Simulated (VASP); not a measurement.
A run of VASP 6.6.1 is set up as follows.

The input INCAR:

```
PREC     = Accurate       # precision mode
ENCUT    = 520            # plane-wave cutoff, eV
EDIFF    = 1E-6           # SCF threshold, eV
ISMEAR   = 0              # smearing method
SIGMA    = 0.05           # smearing width, eV
LREAL    = F              # projectors in reciprocal space
LASPH    = T              # aspherical terms in the spheres
NELM     = 80             # most SCF steps
ALGO     = Normal         # electronic algorithm
ISIF     = 2              # what is computed and relaxed
LWAVE    = F              # write WAVECAR
LCHARG   = F              # write CHGCAR
GGA      = PS             # functional
NBANDS   = 14             # bands
```

The input KPOINTS:

```
regular mesh
0
Gamma
  1 1 1
```

POSCAR

```
F
1.0
    9.0000000000      0.0000000000      0.0000000000
    0.0000000000      9.5000000000      0.0000000000
    0.0000000000      0.0000000000     10.0000000000
F
2
Direct
    0.5000000000      0.5000000000      0.4301114142
    0.5000000000      0.5000000000      0.5698885858
```

Potentials or basis: VASP PAW PBE potentials, release 64 (F).

Command:

```sh
$ cat potpaw_PBE.64/F/POTCAR > POTCAR
$ mpirun -np 1 vasp_gam > vasp.out
```

Q: Predict the largest force.

A: 0.453 eV/Å.

Q: What does it give for the gap between the frontier levels?

A: 3.66 eV.

Forces in eV/Å, atoms in the order of the input:
```
F    0.000  0.000 -0.453
F    0.000  0.000  0.453
```

Caveat: the PAW data sets were made with another functional, which shifts forces and pressure a little.
